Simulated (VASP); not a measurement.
# MgO2 (R-3m) in VASP: a series of runs, part 3 of 3

VASP 6.6.1. Earlier steps stand in the parts before.

### Step 4. Single point, r2SCAN (strain -0.015 along x and y, +0.030 along z)

Contents of POSCAR:

```
MgO2
1.0
    1.5806896008      0.9126115665      3.5987982411
   -1.5806896008      0.9126115665      3.5987982411
    0.0000000000     -1.8252231330      3.5987982411
Mg O
1 2
Direct
    0.0000000000      0.0000000000      0.0000000000
    0.4287860000      0.4287860000      0.4287860000
    0.5712140000      0.5712140000      0.5712140000
```

Contents of INCAR.step1:

```
ALGO     = Normal         # electronic algorithm
EDIFF    = 1E-4           # SCF threshold, eV
ENCUT    = 520            # plane-wave cutoff, eV
GGA      = PE             # functional
ISMEAR   = 0              # smearing method
LASPH    = True           # aspherical terms in the spheres
LCHARG   = False          # write CHGCAR
LREAL    = False          # projectors in reciprocal space
LWAVE    = True           # write WAVECAR
NBANDS   = 14             # bands
NELM     = 100            # most SCF steps
PREC     = Accurate       # precision mode
SIGMA    = 0.05           # smearing width, eV
```

Contents of INCAR.step2:

```
ALGO     = Normal         # electronic algorithm
EDIFF    = 1E-6           # SCF threshold, eV
ENCUT    = 520            # plane-wave cutoff, eV
ISIF     = 2              # what is computed and relaxed
ISMEAR   = 0              # smearing method
ISTART   = 1            
LASPH    = True           # aspherical terms in the spheres
LCHARG   = False          # write CHGCAR
LMIXTAU  = True         
LREAL    = False          # projectors in reciprocal space
LWAVE    = False          # write WAVECAR
METAGGA  = R2SCAN         # meta-GGA
NBANDS   = 14             # bands
NELM     = 100            # most SCF steps
PREC     = Accurate       # precision mode
SIGMA    = 0.05           # smearing width, eV
```

Contents of KPOINTS:

```
k-points
0
Gamma
  12 12 12
```

Potentials or basis: VASP PAW PBE potentials, release 64 (Mg, O).

Run with:

```
> cat potpaw_PBE.64/Mg/POTCAR potpaw_PBE.64/O/POTCAR > POTCAR
> cp INCAR.step1 INCAR
> mpirun -np 1 vasp_std > vasp.out
> cp INCAR.step2 INCAR
> mpirun -np 1 vasp_std > vasp.out
```

OUTCAR:

```text
EDIFF = 1E-6
   ENCUT = 520
   ISIF = 2
   ISMEAR = 0
   ISTART = 1
   LASPH = True
   LREAL = False
   METAGGA = R2SCAN
   NELM = 100
   PREC = Accurate

 ion  position               nearest neighbor table
   1  0.000  0.000  0.000-   3 2.10   2 2.10   3 2.10   3 2.10   2 2.10   2 2.10
   2  0.429  0.429  0.429-   3 1.54   1 2.10   1 2.10   1 2.10
   3  0.571  0.571  0.571-   2 1.54   1 2.10   1 2.10   1 2.10

  LATTYP: Found a trigonal (rhomboedric) cell.
 ALAT       =     4.0351937086
 COS(alpha) =     0.6931017497

  Lattice vectors:

 A1 = (   1.5806896008,   0.9126115665,   3.5987982411)
 A2 = (  -1.5806896008,   0.9126115665,   3.5987982411)
 A3 = (   0.0000000000,  -1.8252231330,   3.5987982411)

Analysis of symmetry for initial positions (statically):
=====================================================================
 Subroutine PRICEL returns:
 Original cell was already a primitive cell.

 Routine SETGRP: Setting up the symmetry group for a
 trigonal (rhombohedral) supercell.

 Subroutine GETGRP returns: Found 12 space group operations
 (whereof 12 operations were pure point group operations)
 out of a pool of 12 trial point group operations.

The static configuration has the point symmetry D_3d.

Analysis of symmetry for dynamics (positions and initial velocities):
=====================================================================
 Subroutine PRICEL returns:
 Original cell was already a primitive cell.

 Routine SETGRP: Setting up the symmetry group for a
 trigonal (rhombohedral) supercell.

 Subroutine GETGRP returns: Found 12 space group operations
 (whereof 12 operations were pure point group operations)
 out of a pool of 12 trial point group operations.

The dynamic configuration has the point symmetry D_3d.

 Subroutine INISYM returns: Found 12 space group operations
 (whereof 12 operations are pure point group operations),
 and found     1 'primitive' translations

[... 125 lines left out ...]
   LEPSILON=     F    determine dielectric tensor
   LRPA    =     F    only Hartree local field effects (RPA)
 non-spin polarized calculation
 Gauss-broadening in eV      SIGMA  =   0.05
  energy-cutoff  :      520.00
  volume of cell :       31.15
 maximum number of plane-waves:       851
 NGX is ok and might be reduce to    30
   NGX = 15   NGY = 15   NGZ = 15

 number of electron      14.0000001 magnetization

 Free energy of the ion-electron system (eV)
  ---------------------------------------------------
  ext. energy  EPLUGINS =         0.00000000
  ---------------------------------------------------
  free energy    TOTEN  =       -21.50125214 eV

  energy without entropy =      -21.50125214  energy(sigma->0) =      -21.50125214

 E-fermi :   2.1945     XC(G=0): -10.7766

 val. band max:        2.0010156352   @ k =   0.5000   0.5000   0.5000
 cond. band min:       4.2636987147   @ k =   0.5000   0.5000   0.5000
 fundamental gap:      2.2626830795
 Fermi energy:         2.1944729935

 k-point     1 :       0.0000    0.0000    0.0000
  band No.  band energies     occupation
      1     -19.7231      2.00000
      2     -13.6296      2.00000
      3      -5.2923      2.00000
      4      -0.9958      2.00000
      5      -0.9958      2.00000
      6       1.2493      2.00000
      7       1.2493      2.00000
      8       7.0661      0.00000
      9       7.7677      0.00000
     10      14.8902      0.00000
     11      16.8426      0.00000
     12      18.4214      0.00000
     13      18.4214      0.00000
     14      20.2231      0.00000
[... 377 lines left out ...]
      1     -19.1319      2.00000
      2     -13.8849      2.00000
      3      -4.3017      2.00000
      4      -3.4349      2.00000
      5      -1.7993      2.00000
      6       0.5648      2.00000
      7       0.7275      2.00000
      8       6.2624      0.00000
      9      12.6003      0.00000
     10      13.7591      0.00000
     11      15.7908      0.00000
     12      17.2931      0.00000
     13      17.5504      0.00000
     14      20.8464      0.00000

 [... further k-points ...]

------------------------ aborting loop because EDIFF is reached ----------------------------------------

  FORCE on cell =-STRESS in cart. coord.  units (eV):
  Direction    XX          YY          ZZ          XY          YZ          ZX
  --------------------------------------------------------------------------------------
  -------------------------------------------------------------------------------------
  Total       -0.3971004     -0.3971004     -3.8289296      0.0000000      0.0000000      0.0000000
  in kB      -20.4253545    -20.4253545   -196.9457678      0.0000000      0.0000000      0.0000000
  external PRESSURE =     -79.2654922 kB  Pullay stress =       0.0000000 kB

 VOLUME and BASIS-vectors are now :
 -----------------------------------------------------------------------------
  energy-cutoff  :      520.00
  volume of cell :       31.15
      direct lattice vectors                 reciprocal lattice vectors
     1.580689601  0.912611566  3.598798241     0.316317637  0.182626073  0.092623512
    -1.580689601  0.912611566  3.598798241    -0.316317637  0.182626073  0.092623512
     0.000000000 -1.825223133  3.598798241     0.000000000 -0.365252146  0.092623512

 POSITION                                       TOTAL-FORCE (eV/Angst)
 -----------------------------------------------------------------------------------
      0.00000      0.00000      0.00000         0.000000      0.000000      0.000000
      0.00000      0.00000      4.62934        -0.000000      0.000000      0.824532
      0.00000      0.00000      6.16705        -0.000000     -0.000000     -0.824532
 -----------------------------------------------------------------------------------
    total drift:                                0.000000     -0.000000      0.000000

  FREE ENERGIE OF THE ION-ELECTRON SYSTEM (eV)
  ---------------------------------------------------
  free  energy   TOTEN  =       -21.5012521406 eV

  energy  without entropy=      -21.5012521406  energy(sigma->0) =      -21.50125214
```

OUTCAR.step1:

```text
EDIFF = 1E-4
   ENCUT = 520
   GGA = PE
   ISMEAR = 0
[... 635 lines left out ...]
      0.00000      0.00000      0.00000         0.000000     -0.000000      0.000000
      0.00000      0.00000      4.62934        -0.000000      0.000000      0.753406
      0.00000      0.00000      6.16705        -0.000000     -0.000000     -0.753406
 -----------------------------------------------------------------------------------
    total drift:                                0.000000     -0.000000      0.000000

  FREE ENERGIE OF THE ION-ELECTRON SYSTEM (eV)
  ---------------------------------------------------
  free  energy   TOTEN  =       -16.3236391358 eV

  energy  without entropy=      -16.3236391358  energy(sigma->0) =      -16.32363914
```

OSZICAR.step1:

```text
N       E                     dE             d eps       ncg     rms          rms(c)
DAV:   1     0.455856668950E+02    0.45586E+02   -0.76105E+03  5858   0.912E+02
DAV:   2    -0.154047222044E+02   -0.60990E+02   -0.56707E+02  6910   0.193E+02
DAV:   3    -0.176268056550E+02   -0.22221E+01   -0.22160E+01  6084   0.355E+01
DAV:   4    -0.176352788653E+02   -0.84732E-02   -0.84729E-02  6426   0.253E+00
DAV:   5    -0.176353213541E+02   -0.42489E-04   -0.42489E-04  6210   0.169E-01    0.838E+00
DAV:   6    -0.164195379234E+02    0.12158E+01   -0.19363E+00  5466   0.118E+01    0.359E+00
DAV:   7    -0.163242446878E+02    0.95293E-01   -0.17620E-01  5772   0.358E+00    0.171E+00
DAV:   8    -0.163224575920E+02    0.17871E-02   -0.53614E-02  5334   0.220E+00    0.231E-01
DAV:   9    -0.163234758746E+02   -0.10183E-02   -0.10254E-02  6324   0.730E-01    0.907E-02
DAV:  10    -0.163235759550E+02   -0.10008E-03   -0.39275E-04  5778   0.191E-01    0.367E-02
DAV:  11    -0.163236391358E+02   -0.63181E-04   -0.86990E-05  4050   0.774E-02
   1 F= -.16323639E+02 E0= -.16323639E+02  d E =-.380395E-13
```

It took 6.6 min on 1 thread of Intel Xeon Platinum 8259CL at 2.50GHz (Skylake/Cascade Lake), shared host; peak memory 0.22 GiB.

Results:

* Free energy: -21.5013 eV
* Pressure: -7.9 GPa
* Largest force: 0.825 eV/Å
* Band gap on the k mesh: 2.26 eV

Forces in eV/Å, atoms in the order of the input:
```
Mg   0.000  0.000  0.000
O    0.000  0.000  0.825
O    0.000  0.000 -0.825
```

Caveat: the cell differs from its parent crystal (strain -0.015 along x and y, +0.030 along z); the cell stands under tension; the PAW data sets were made with another functional, which shifts forces and pressure a little. A k mesh can miss the band edges.

### Step 5. Single point, r2SCAN (strain +0.015 along x and y, -0.030 along z)

Contents of POSCAR:

```
MgO2
1.0
    1.6288324313      0.9404068427      3.3891595087
   -1.6288324313      0.9404068427      3.3891595087
    0.0000000000     -1.8808136853      3.3891595087
Mg O
1 2
Direct
    0.0000000000      0.0000000000      0.0000000000
    0.4287860000      0.4287860000      0.4287860000
    0.5712140000      0.5712140000      0.5712140000
```

Contents of INCAR.step1:

```
PREC = Accurate
ENCUT = 520
ISMEAR = 0
SIGMA = 0.05
LREAL = False
LASPH = True
NELM = 80
NBANDS = 14
GGA = PE
ALGO = Normal
EDIFF = 1E-4
LWAVE = True
LCHARG = False
```

Contents of INCAR.step2:

```
PREC = Accurate
ENCUT = 520
EDIFF = 1E-6
ISMEAR = 0
SIGMA = 0.05
LREAL = False
LASPH = True
NELM = 80
ALGO = Normal
ISIF = 2
LWAVE = False
LCHARG = False
METAGGA = R2SCAN
LMIXTAU = True
NBANDS = 14
ISTART = 1
```

Contents of KPOINTS:

```
Automatic mesh
0
Gamma
  12 12 12
```

Run with:

```
> cat potpaw_PBE.64/Mg/POTCAR potpaw_PBE.64/O/POTCAR > POTCAR
> cp INCAR.step1 INCAR
> mpirun -np 1 vasp_std > vasp.out
> cp INCAR.step2 INCAR
> mpirun -np 1 vasp_std > vasp.out
```

Run time: 6.4 min. Hardware: 1 thread of Intel Xeon Platinum 8259CL at 2.50GHz (Skylake/Cascade Lake), shared host; peak memory 0.22 GiB.

It converged, with:

```
Free energy            : -21.4902 eV
Pressure               : -2.8 GPa
Largest force          : 1.238 eV/Å
Band gap on the k mesh : 3.59 eV (least direct gap 3.61 eV)
```

Forces on the atoms (eV/Å):
```
Mg   0.000  0.000  0.000
O    0.000  0.000 -1.238
O    0.000  0.000  1.238
```

Stress tensor (GPa, compression positive):
```
-9.53  0.00  0.00
 0.00 -9.53  0.00
 0.00  0.00 10.70
```

Levels at points of the mesh, in eV from the valence-band top:
| k point | band 5 | band 6 | band 7 | band 8 | band 9 | band 10 |
| --- | --- | --- | --- | --- | --- | --- |
| (0.00, 0.00, 0.00) | -3.88 | -0.90 | -0.90 | 4.79 | 6.11 | 13.45 |
| (0.50, 0.00, 0.00) | -4.17 | -1.35 | -0.97 | 5.48 | 8.95 | 10.53 |
| (0.50, 0.50, 0.00) | -4.92 | -2.06 | -0.07 | 4.84 | 8.01 | 11.26 |
| (0.50, 0.50, 0.50) | -4.44 | 0.00 | 0.00 | 3.61 | 5.10 | 10.50 |

Caveat: the cell differs from its parent crystal (strain +0.015 along x and y, -0.030 along z); the PAW data sets were made with another functional, which shifts forces and pressure a little. A k mesh can miss the band edges.

### Step 6. Single point, r2SCAN (strain +0.000 along x and y, +0.015 along z)

Contents of POSCAR:

```
MgO2
1.0
    1.6047610160      0.9265092046      3.5463885580
   -1.6047610160      0.9265092046      3.5463885580
    0.0000000000     -1.8530184092      3.5463885580
Mg O
1 2
Direct
    0.0000000000      0.0000000000      0.0000000000
    0.4287860000      0.4287860000      0.4287860000
    0.5712140000      0.5712140000      0.5712140000
```

INCAR.step1 is that of step 5.

Contents of INCAR.step2:

```
PREC = Accurate
ENCUT = 520
EDIFF = 1E-7
ISMEAR = 0
SIGMA = 0.05
LREAL = False
LASPH = True
NELM = 80
ALGO = Normal
ISIF = 2
LWAVE = False
LCHARG = True
METAGGA = R2SCAN
LMIXTAU = True
LELF = True
LVHAR = True
NBANDS = 14
ISTART = 1
```

KPOINTS is that of step 5.

Potentials or basis: VASP PAW PBE potentials, release 64 (Mg, O).

Run with:

```
> cat potpaw_PBE.64/Mg/POTCAR potpaw_PBE.64/O/POTCAR > POTCAR
> cp INCAR.step1 INCAR
> mpirun -np 1 vasp_std > vasp.out
> cp INCAR.step2 INCAR
> mpirun -np 1 vasp_std > vasp.out
```

Run time: 6.4 min. Hardware: 1 thread of Intel Xeon Platinum 8259CL at 2.50GHz (Skylake/Cascade Lake), shared host; peak memory 0.23 GiB.

The run converged. Its results:

```
Free energy            : -21.5244 eV
Pressure               : -8.4 GPa
Largest force          : 0.334 eV/Å
Band gap on the k mesh : 2.61 eV
```

Forces on the atoms (eV/Å):
```
Mg   0.000  0.000  0.000
O    0.000  0.000  0.334
O    0.000  0.000 -0.334
```

Stress tensor (GPa, compression positive):
```
 -6.11   0.00   0.00
  0.00  -6.11   0.00
  0.00   0.00 -12.86
```

Levels at points of the mesh, in eV from the valence-band top:
```csv
k point,band 3,band 4,band 5,band 6,band 7,band 8,band 9,band 10,band 11,band 12
"(0.00, 0.00, 0.00)",-7.34,-3.21,-3.21,-0.78,-0.78,5.33,5.39,12.91,14.95,15.96
"(0.50, 0.00, 0.00)",-6.38,-5.89,-3.55,-1.22,-1.15,4.60,9.51,11.26,13.55,15.06
"(0.50, 0.50, 0.00)",-5.75,-5.25,-4.21,-2.11,-0.15,3.89,8.81,12.00,13.34,13.71
"(0.50, 0.50, 0.50)",-4.71,-3.72,-3.72,0.00,0.00,2.61,5.89,10.26,15.34,15.34
```

Caveat: the cell differs from its parent crystal (strain +0.000 along x and y, +0.015 along z); the cell stands under tension; the PAW data sets were made with another functional, which shifts forces and pressure a little.

### Step 7. The runs side by side

```csv
cell,gap on the mesh (eV),pressure (GPa),largest force (eV/Å)
"a = 3.909 Å, angles 48.5°, 3 atoms",3.24,-2.9,0.51
"a = 3.989 Å, angles 46.7°, 3 atoms",2.56,-5.4,0.52
"a = 4.035 Å, angles 46.1°, 3 atoms",2.26,-7.9,0.82
"a = 3.876 Å, angles 49.7°, 3 atoms",3.59,-2.8,1.24
"a = 4.001 Å, angles 47.3°, 3 atoms",2.61,-8.4,0.33
```

Alike in all rows: task single point; level r2SCAN; potentials or basis VASP PAW PBE potentials, release 64 (Mg, O); no spin polarisation; k mesh 12 × 12 × 12; cutoff (eV) 520; smearing gaussian 0.05 eV.

Caveats: the PAW data sets were made with another functional, which shifts forces and pressure a little; the cell stands under tension (at least some runs).

Absolute energies hang on the potentials; compare differences alone.
